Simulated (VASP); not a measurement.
# TiO2 (C2/m) in VASP: notebook, part 2 of 2

VASP 6.6.1. The steps go on from the part before.

### 5 Single point, BLYP+D4

This run uses another cell than the first one, of 11.74 Å³/atom, 0.980 times its volume.

Contents of INCAR:

```
AGGAC = 1.0
AGGAX = 1.0
ALDAC = 0.0
ALDAX = 1.0
ALGO = Normal
EDIFF = 1E-7
ENCUT = 520
GGA = B5
ISIF = 2
ISMEAR = -1
IVDW = 13
LASPH = True
LCHARG = True
LELF = True
LREAL = False
LVHAR = True
LWAVE = False
NBANDS = 60
NELM = 60
PREC = Accurate
SIGMA = 0.05
VDW_A1 = 0.44488865
VDW_A2 = 4.0933009
VDW_S6 = 1.0
VDW_S8 = 2.34076671
```

Contents of KPOINTS:

```
k-points
0
Gamma
  8 8 4
```

Contents of POSCAR:

```
TiO2
1.0
    6.0704105496     -1.8580131025      0.0000000000
    6.0704105496      1.8580131025      0.0000000000
   -1.9022644521      0.0000000000      6.2434298064
Ti O
4 8
Direct
    0.9000710000      0.9000710000      0.2896020000
    0.1952860000      0.1952860000      0.2837620000
    0.0999290000      0.0999290000      0.7103980000
    0.8047140000      0.8047140000      0.7162380000
    0.3619310000      0.3619310000      0.2933970000
    0.2634885000      0.2634885000      0.6525000000
    0.8671885000      0.8671885000      0.9952910000
    0.7365115000      0.7365115000      0.3475000000
    0.9416475000      0.9416475000      0.6300210000
    0.1328115000      0.1328115000      0.0047090000
    0.6380690000      0.6380690000      0.7066030000
    0.0583525000      0.0583525000      0.3699790000
```

The run is started by

```
$ cat potpaw_PBE.64/Ti_sv/POTCAR potpaw_PBE.64/O/POTCAR > POTCAR
$ mpirun -np 1 vasp_std > vasp.out
```

Wall time 16 min (1 thread of AMD EPYC 9R45 (Zen 5), shared host); peak memory 0.59 GiB.

The run converged. Its results:

```
Free energy                : -107.4474 eV
Pressure                   : 6.9 GPa
Largest force              : 0.240 eV/Å
Band gap on the k mesh     : 2.85 eV, indirect (least direct gap 3.03 eV)
Dispersion energy per atom : -0.347 eV
```

Forces on the atoms (eV/Å):
```
Ti  -0.017  0.000  0.018
Ti  -0.152  0.000  0.162
Ti   0.017  0.000 -0.018
Ti   0.152  0.000 -0.162
O    0.186  0.000  0.001
O    0.164  0.000  0.022
O    0.113  0.000  0.212
O   -0.164  0.000 -0.022
O   -0.163  0.000 -0.004
O   -0.113  0.000 -0.212
O   -0.186  0.000 -0.001
O    0.163  0.000  0.004
```

Stress tensor (GPa, compression positive):
```
6.90 0.00 0.15
0.00 5.89 0.00
0.15 0.00 7.83
```

Levels at points of the mesh, in eV from the valence-band top:
```
           k point  band 46  band 47  band 48  band 49  band 50  band 51
(0.00, 0.00, 0.00)    -0.73    -0.33    -0.19     2.85     3.21     3.46
(0.50, 0.00, 0.00)    -0.45    -0.21    -0.12     3.25     3.30     3.74
(0.50, 0.50, 0.00)    -0.60    -0.38    -0.12     3.00     3.05     3.58
(0.00, 0.00, 0.50)    -0.61    -0.60    -0.43     2.98     3.24     3.42
(0.50, 0.00, 0.50)    -0.51    -0.10    -0.01     3.28     3.34     3.59
(0.50, 0.50, 0.50)    -0.37    -0.22    -0.19     3.12     3.23     3.38
```

Caveat: the PAW data sets were made with another functional, which shifts forces and pressure a little.

### 6 Single point, PBEsol+D3(BJ)

This run uses another cell than the first one, of 11.65 Å³/atom, 0.973 times its volume.

Contents of INCAR:

```
SYSTEM = TiO2
PREC = Accurate ; ENCUT = 520
EDIFF = 1E-6 ; ISMEAR = -1
SIGMA = 0.05 ; LREAL = .FALSE.
LASPH = .TRUE. ; NELM = 80
ALGO = Normal ; ISIF = 2
LWAVE = .FALSE. ; LCHARG = .FALSE.
GGA = PS ; IVDW = 12
NBANDS = 60
```

Contents of KPOINTS:

```
regular mesh
0
G
  8 8 4
  0 0 0
```

Contents of POSCAR:

```
TiO2
1.0
    6.0513246943     -1.8574323516     -0.0026263193
    6.0513246943      1.8574323516     -0.0026263193
   -1.8989847557      0.0000000000      6.2223597928
Ti O
4 8
Direct
    0.8990030197      0.8990030197      0.2913912247
    0.1948727872      0.1948727872      0.2838688553
    0.1009969803      0.1009969803      0.7086087753
    0.8051272128      0.8051272128      0.7161311447
    0.3618124247      0.3618124247      0.2941540539
    0.2641395623      0.2641395623      0.6517182029
    0.8676382289      0.8676382289      0.9966392040
    0.7358604377      0.7358604377      0.3482817971
    0.9415257867      0.9415257867      0.6294008224
    0.1323617711      0.1323617711      0.0033607960
    0.6381875753      0.6381875753      0.7058459461
    0.0584742133      0.0584742133      0.3705991776
```

Potentials or basis: VASP PAW PBE potentials, release 64 (Ti_sv, O).

The run is started by

```
$ cat potpaw_PBE.64/Ti_sv/POTCAR potpaw_PBE.64/O/POTCAR > POTCAR
$ mpirun -np 1 vasp_std > vasp.out
```

OUTCAR:

```text
SYSTEM = TiO2
   PREC = Accurate
   ENCUT = 520
   EDIFF = 1E-6
   ISMEAR = -1
   LREAL = .FALSE.
   LASPH = .TRUE.
   NELM = 80
   ISIF = 2
   GGA = PS
   IVDW = 12
 IVDW          = 12

 ion  position               nearest neighbor table
   1  0.899  0.899  0.291-   7 1.84  12 1.85   5 1.91   5 1.91   9 2.11   8 2.11
   2  0.195  0.195  0.284-  10 1.76  12 1.89   8 1.94   8 1.94   5 2.00   6 2.29
   3  0.101  0.101  0.709-  10 1.84   9 1.85  11 1.91  11 1.91  12 2.11   6 2.11
   4  0.805  0.805  0.716-   7 1.76   9 1.89   6 1.94   6 1.94  11 2.00   8 2.29
   5  0.362  0.362  0.294-   1 1.91   1 1.91   2 2.00
   6  0.264  0.264  0.652-   4 1.94   4 1.94   3 2.11   2 2.29
   7  0.868  0.868  0.997-   4 1.76   1 1.84
   8  0.736  0.736  0.348-   2 1.94   2 1.94   1 2.11   4 2.29
   9  0.942  0.942  0.629-   3 1.85   4 1.89   1 2.11
  10  0.132  0.132  0.003-   2 1.76   3 1.84
  11  0.638  0.638  0.706-   3 1.91   3 1.91   4 2.00
  12  0.058  0.058  0.371-   1 1.85   2 1.89   3 2.11

  LATTYP: Found a base centered monoclinic cell.
 ALAT       =    12.1026505284
 B/A-ratio  =     0.3069463746
[... 1718 lines left out ...]
     59       7.6232      0.00000
     60       7.6877      0.00000

 [... further k-points ...]

------------------------ aborting loop because EDIFF is reached ----------------------------------------

 Edisp (eV)   -2.26785

 E8    (eV) :    -1.4186

  FORCE on cell =-STRESS in cart. coord.  units (eV):
  Direction    XX          YY          ZZ          XY          YZ          ZX
  --------------------------------------------------------------------------------------
  -------------------------------------------------------------------------------------
  Total       0.56199     0.51394     0.66608     0.00000     0.00000     0.03640
  in kB       6.43796     5.88756     7.63042     0.00000     0.00000     0.41695
  external pressure =        6.65 kB  Pullay stress =        0.00 kB

 VOLUME and BASIS-vectors are now :
 -----------------------------------------------------------------------------
  energy-cutoff  :      520.00
  volume of cell :      139.86
      direct lattice vectors                 reciprocal lattice vectors
     6.051324694 -1.857432352 -0.002626319     0.082637482 -0.269188808  0.025219904
     6.051324694  1.857432352 -0.002626319     0.082637482  0.269188808  0.025219904
    -1.898984756  0.000000000  6.222359793     0.000069759  0.000000000  0.160732022

 POSITION                                       TOTAL-FORCE (eV/Angst)
 -----------------------------------------------------------------------------------
     10.32697      0.00000      1.80842        -0.019465      0.000000      0.020875
      1.81941      0.00000      1.76531         0.001393      0.000000      0.073287
     -0.12331      0.00000      4.40869         0.019465      0.000000     -0.020875
      8.38425      0.00000      4.45180        -0.001393      0.000000     -0.073287
      3.82029      0.00000      1.82843         0.011930      0.000000     -0.000687
      1.95919      0.00000      4.05384         0.006701      0.000000     -0.013192
      8.60812      0.00000      6.19689         0.017076      0.000000      0.045226
      8.24448      0.00000      2.16327        -0.006701      0.000000      0.013192
     10.19973      0.00000      3.91141        -0.024969      0.000000     -0.007834
      1.59555      0.00000      0.02022        -0.017076      0.000000     -0.045226
      6.38337      0.00000      4.38868        -0.011930      0.000000      0.000687
      0.00393      0.00000      2.30569         0.024969      0.000000      0.007834
 -----------------------------------------------------------------------------------
    total drift:                               -0.000000     -0.000000      0.000000

  FREE ENERGIE OF THE ION-ELECTRON SYSTEM (eV)
  ---------------------------------------------------
  free  energy   TOTEN  =      -114.6612297907 eV

  energy  without entropy=     -114.6612297906  energy(sigma->0) =     -114.66122979
```

OSZICAR:

```text
N       E                     dE             d eps       ncg     rms          rms(c)
DAV:   1     0.151522605560E+04    0.15152E+04   -0.47832E+04  9480   0.187E+03
DAV:   2     0.172772957173E+03   -0.13425E+04   -0.12727E+04  9540   0.582E+02
DAV:   3    -0.119760067711E+03   -0.29253E+03   -0.28302E+03 11864   0.240E+02
DAV:   4    -0.142587937816E+03   -0.22828E+02   -0.22773E+02 14176   0.720E+01
DAV:   5    -0.143958729548E+03   -0.13708E+01   -0.13702E+01 14288   0.143E+01    0.473E+01
DAV:   6    -0.113174605709E+03    0.30784E+02   -0.19308E+02 13688   0.987E+01    0.181E+01
DAV:   7    -0.112742493913E+03    0.43211E+00   -0.33258E+01 13360   0.343E+01    0.126E+01
DAV:   8    -0.112421545485E+03    0.32095E+00   -0.44154E+00 13572   0.162E+01    0.409E+00
DAV:   9    -0.112384301857E+03    0.37244E-01   -0.83617E-01 13636   0.672E+00    0.156E+00
DAV:  10    -0.112388468547E+03   -0.41667E-02   -0.13200E-01 13592   0.309E+00    0.805E-01
DAV:  11    -0.112392519363E+03   -0.40508E-02   -0.37955E-02 12280   0.190E+00    0.190E-01
DAV:  12    -0.112393073266E+03   -0.55390E-03   -0.78036E-03 13412   0.569E-01    0.712E-02
DAV:  13    -0.112393234663E+03   -0.16140E-03   -0.59067E-04 13396   0.163E-01    0.690E-02
DAV:  14    -0.112393355153E+03   -0.12049E-03   -0.42338E-04 12812   0.115E-01    0.186E-02
DAV:  15    -0.112393375549E+03   -0.20397E-04   -0.79765E-05 13580   0.551E-02    0.118E-02
DAV:  16    -0.112393381869E+03   -0.63199E-05   -0.24355E-05 12648   0.289E-02    0.665E-03
DAV:  17    -0.112393383035E+03   -0.11659E-05   -0.63729E-06 10528   0.149E-02    0.533E-03
DAV:  18    -0.112393383901E+03   -0.86541E-06   -0.47035E-06  8672   0.132E-02
   1 F= -.11466123E+03 E0= -.11466123E+03  d E =-.605614E-10
```

Run time: 21 min. Hardware: 1 thread of Intel Xeon Platinum 8259CL at 2.50GHz (Skylake/Cascade Lake), shared host; peak memory 0.63 GiB.

Results:

```yaml
Free_energy: -114.6612 eV
Pressure: 0.7 GPa
Largest_force: 0.073 eV/Å
Band_gap_on_the_k_mesh: 2.84 eV, indirect (least direct gap 3.03 eV)
Dispersion_energy_per_atom: -0.189 eV
```

Forces in eV/Å, atoms in the order of the input:
```
Ti  -0.019  0.000  0.021
Ti   0.001  0.000  0.073
Ti   0.019  0.000 -0.021
Ti  -0.001  0.000 -0.073
O    0.012  0.000 -0.001
O    0.007  0.000 -0.013
O    0.017  0.000  0.045
O   -0.007  0.000  0.013
O   -0.025  0.000 -0.008
O   -0.017  0.000 -0.045
O   -0.012  0.000  0.001
O    0.025  0.000  0.008
```

Stress tensor (GPa, compression positive):
```
0.64 0.00 0.04
0.00 0.59 0.00
0.04 0.00 0.76
```

Caveat: the PAW data sets were made with another functional, which shifts forces and pressure a little.

### 7 Overview

| level | cell | k mesh | gap on the mesh (eV) | pressure (GPa) | largest force (eV/Å) |
| --- | --- | --- | --- | --- | --- |
| PBE | a = 6.392, b = 6.392, c = 6.572 Å, angles 106.2, 106.2, 34.0°, 12 atoms | 8 × 8 × 4 | 2.80 | 3.5 | 0.08 |
| PBE | a = 6.435, b = 6.435, c = 6.616 Å, angles 106.2, 106.2, 34.0°, 12 atoms | 3 × 3 × 2 | 2.74 | -0.6 | 0.08 |
| PBE | a = 6.304, b = 6.304, c = 6.481 Å, angles 106.2, 106.2, 34.0°, 12 atoms | 8 × 8 × 4 | 2.94 | 13.0 | 0.35 |
| BLYP+D4 | a = 6.348, b = 6.348, c = 6.527 Å, angles 106.2, 106.2, 34.0°, 12 atoms | 8 × 8 × 4 | 2.85 | 6.9 | 0.24 |
| PBEsol+D3(BJ) | a = 6.330, b = 6.330, c = 6.506 Å, angles 106.2, 106.2, 34.1°, 12 atoms | 8 × 8 × 4 | 2.84 | 0.7 | 0.07 |

Alike in all rows: task single point; potentials or basis VASP PAW PBE potentials, release 64 (Ti_sv, O); no spin polarisation; cutoff (eV) 520; smearing fermi-dirac 0.05 eV.

Caveats: some runs use coarse meshes; the PAW data sets were made with another functional, which shifts forces and pressure a little (some runs).

Total energies depend on the potentials used, so only differences within one code and one set of settings carry meaning.
